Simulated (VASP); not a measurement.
Wanted: the native input for a VASP 6.6.1 run.

* Task: single point
* Functional: PBEsol
* Potentials or basis: VASP PAW PBE potentials, release 64 (Al)
* Cutoff: 520 eV
* k mesh: 12 × 12 × 1
* Occupations: gaussian, width 0.1 eV
* Spin: no spin polarisation
* Dipole correction: yes
* Further INCAR settings: ALGO = Normal; EDIFF = 1e-06; NBANDS = 24

The structure of Al lies in POSCAR:

```
Al
1.0
    2.8360890835      0.0000000000      0.0000000000
   -1.4180445418      2.4561251937      0.0000000000
    0.0000000000      0.0000000000     32.6439268992
Al
9
Direct
    0.3333333333      0.6666666667      0.2144349858
    0.0000000000      0.0000000000      0.2858262393
    0.6666666667      0.3333333333      0.3572174929
    0.0000000000      0.0000000000      0.4286087464
    0.3333333333      0.6666666667      0.4993993780
    0.0000000000      0.0000000000      0.5701602849
    0.6666666667      0.3333333333      0.6420447131
    0.0000000000      0.0000000000      0.7132699493
    0.3333333333      0.6666666667      0.7853783333
```

The input as run:

INCAR

```
SYSTEM = Al
PREC = Accurate
ENCUT = 520
EDIFF = 1E-6
ISMEAR = 0
SIGMA = 0.1
LREAL = .False.
LASPH = .True.
NELM = 60
ALGO = Normal
ISIF = 2
LWAVE = .False.
LCHARG = .False.
LDIPOL = .True.
IDIPOL = 3
DIPOL = 0.5 0.5 0.500
GGA = PS
NBANDS = 24
```

KPOINTS

```
Automatic mesh
0
Gamma
  12 12 1
  0 0 0
```

Potentials or basis: VASP PAW PBE potentials, release 64 (Al).

Command:

```sh
$ cat potpaw_PBE.64/Al/POTCAR > POTCAR
$ mpirun -np 1 vasp_std > vasp.out
```

Results of the run:

* Largest force: 0.064 eV/Å
* Band gap on the k mesh: zero (an odd number of electrons rules out a gap without spin polarisation)

Caveat: the PAW data sets were made with another functional, which shifts forces and pressure a little.

Wall time 3 min on 1 thread of Intel(R) Xeon(R) 6975P-C (Granite Rapids) (shared host), peak memory 0.37 GiB.
